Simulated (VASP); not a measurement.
Crystal: BP.

```xyz
8
Lattice="3.2048 -3.3108 0.0000 3.2048 3.3108 0.0000 0.0000 0.0000 5.5440" Properties=species:S:1:pos:R:3 pbc="T T T"
B     1.6024    0.0000    4.7294
B     1.6024    0.0000    0.8146
B     4.8071    0.0000    4.7294
B     4.8071    0.0000    0.8146
P     3.2048   -0.3360    1.7488
P     3.2048    0.3360    3.7951
P     3.2048   -2.9748    1.7488
P     3.2048    2.9748    3.7951
```

The cell was built from a structure type or drawn by symmetry, and may not be a known phase.

| Item | Value |
| --- | --- |
| Program | VASP 6.6.1 |
| Task | relaxation of cell and atoms |
| Functional | PBE |
| Potentials or basis | VASP PAW PBE potentials, release 64 (B, P) |
| Cutoff | 600 eV |
| k mesh | 8 × 8 × 8 |
| Occupations | gaussian, width 0.1 eV |
| Spin | no spin polarisation |

At the start: pressure -0.2 GPa; volume 14.71 Å³/atom.

Task: How do energy, volume and symmetry change on relaxing?

Result: Over 51 steps the energy falls by 47.2 meV/atom and the volume is 20.78 Å³/atom (+41.3 %); space group Cmme (No. 67, to 0.1 Å) before, Pmmm (No. 47, to 0.1 Å).

The path:
```tsv
step	energy change (eV)	largest force (eV/Å)	pressure (GPa)	volume (Å³)
1	0.0000	0.1112	-0.23	117.65
3	-0.0023	0.0725	0.42	117.37
5	-0.0051	0.0835	0.14	118.23
7	-0.0061	0.0426	-0.11	118.75
9	-0.0071	0.0236	0.06	119.12
11	-0.0090	0.0756	0.34	119.99
13	-0.0184	0.4843	1.78	123.85
15	-0.0184	0.4866	1.78	123.87
17	-0.0186	0.4973	1.81	123.97
19	-0.0192	0.5401	1.91	124.36
21	-0.0202	0.5991	2.04	124.94
23	-0.0256	0.6040	2.02	125.48
25	-0.0475	0.6415	1.98	127.68
27	-0.1326	0.6620	1.82	136.50
29	-0.1722	0.7978	1.31	150.36
31	-0.1911	1.0668	-0.63	168.53
33	-0.2490	0.8394	-0.01	161.70
35	-0.3328	0.5854	-1.09	168.55
37	-0.3613	0.3049	-0.59	166.14
39	-0.3714	0.0812	0.14	165.45
41	-0.3728	0.0749	-0.06	165.77
43	-0.3750	0.0799	0.29	165.53
45	-0.3761	0.0524	0.23	165.69
47	-0.3763	0.0982	-0.04	166.37
49	-0.3775	0.0404	0.05	166.11
51	-0.3776	0.0038	0.00	166.20
```

Final structure:
```xyz
8
Lattice="3.2223 -4.6359 0.0000 3.2223 4.6359 0.0000 0.0000 0.0000 5.5629" Properties=species:S:1:pos:R:3 pbc="T T T"
B     1.6112    0.0000    4.7373
B     1.6112    0.0000    0.8256
B     4.8335    0.0000    4.7373
B     4.8335    0.0000    0.8256
P     3.2223   -0.0017    1.7271
P     3.2223    0.0017    3.8359
P     3.2223   -4.6342    1.7271
P     3.2223    4.6342    3.8359
```

Caveat: the volume moved by over 15 % at a fixed basis, so the end points are rough.
